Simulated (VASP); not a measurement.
Here is a VASP 6.6.1 calculation.

File INCAR:

```
SYSTEM = MgO
ALGO     = Normal         ! electronic algorithm
EDIFF    = 1E-6           ! SCF threshold, eV
ENCUT    = 520            ! plane-wave cutoff, eV
GGA      = PS             ! functional
ISIF     = 2              ! what is computed and relaxed
ISMEAR   = 0              ! smearing method
LASPH    = .TRUE.         ! aspherical terms in the spheres
LCHARG   = .FALSE.        ! write CHGCAR
LREAL    = .FALSE.        ! projectors in reciprocal space
LWAVE    = .FALSE.        ! write WAVECAR
NBANDS   = 16             ! bands
NELM     = 60             ! most SCF steps
PREC     = Accurate       ! precision mode
SIGMA    = 0.05           ! smearing width, eV
```

The input KPOINTS:

```
k-points
0
G
  9 9 6
  0 0 0
```

Contents of POSCAR:

```
MgO
1.0
    3.3034678116      0.0000000000      0.0000000000
   -1.6517339058      2.8608870454      0.0000000000
    0.0000000000      0.0000000000      5.0193879762
Mg O
2 2
Direct
    0.3333333333      0.6666666667      0.0036583380
    0.6666666667      0.3333333333      0.5036583380
    0.3333333333      0.6666666667      0.4009416620
    0.6666666667      0.3333333333      0.9009416620
```

Potentials or basis: VASP PAW PBE potentials, release 64 (Mg, O).

The run is started by

```sh
$ cat potpaw_PBE.64/Mg/POTCAR potpaw_PBE.64/O/POTCAR > POTCAR
$ mpirun -np 1 vasp_std > vasp.out
```

Problem. Predict the pressure.

Solution. -0.3 GPa.

Problem. Estimate the band gap on the k mesh.

Solution. 3.35 eV, direct.

Forces on the atoms (eV/Å):
```
Mg   0.000  0.000  0.003
Mg   0.000  0.000  0.003
O    0.000  0.000 -0.003
O    0.000  0.000 -0.003
```

Caveat: the PAW data sets were made with another functional, which shifts forces and pressure a little. A k mesh can miss the band edges.
